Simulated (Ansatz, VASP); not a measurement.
**Two plane-wave programs on SiC**

File INCAR:

```
ALGO = Normal ; EDIFF = 1E-6
ENCUT = 600 ; GGA = PE
GGA_COMPAT = F ; ISIF = 2
ISMEAR = 0 ; LASPH = T
LCHARG = F ; LREAL = F
LWAVE = F ; NBANDS = 11
NELM = 120 ; PREC = Accurate
SIGMA = 0.1
```

File KPOINTS:

```
k-points
0
Gamma
  6 6 4
```

POSCAR

```
SiC
1.0
    2.7318300300      0.0000000000      0.0000000000
   -1.3659150100      2.3658342000      0.0000000000
    0.0000000000      0.0000000000      4.3338860400
Si C
1 1
Direct
    0.6666666700      0.3333333300      0.5000000000
    0.3333333300      0.6666666700      0.0000000000
```

Input for Ansatz:

```yaml
crystal:
  lattice:
    - [2.73183003, 0.0, 0.0]
    - [-1.36591501, 2.3658342, 0.0]
    - [0.0, 0.0, 4.33388604]
  atoms:
    - { symbol: Si, position: [0.66666667, 0.33333333, 0.5] }
    - { symbol: C, position: [0.33333333, 0.66666667, 0.0] }
basis:
  ecutwfc: 420
kpoints:
  mp_grid: { grid: [6, 6, 4] }
hamiltonian:
  xc: pbe
scf:
  occupations: { method: gaussian, width: 0.1 }
  lower_state_search: "off"
output:
  forces: true
  stress: true
  eigenvalues: true
```

Alike in both runs: task single point; functional PBE; k mesh 6 × 6 × 4; occupations gaussian, width 0.1 eV; no spin polarisation.

|  | VASP | Ansatz |
| --- | --- | --- |
| version | VASP 6.6.1 | Ansatz 0.2.0 |
| potentials or method | VASP PAW PBE potentials, release 64 (Si, C), cutoff 600 eV | scalar-relativistic, plane waves, PAW |
| valence electrons in the cell | 8 | 8 |

|  | VASP | Ansatz | Ansatz less VASP |
| --- | --- | --- | --- |
| gap on the k mesh at the Fermi level (eV) | none | none | - |
| pressure (GPa) | -21.1 | -21.0 | +0.02 |
| traceless stress, the component that is largest in VASP (GPa) | -11.75 | -11.77 | -0.022 |

A gap of «none» marks a metal or a gap that the smearing closes.

The k mesh is coarse, so the values compare programs but aren't converged.
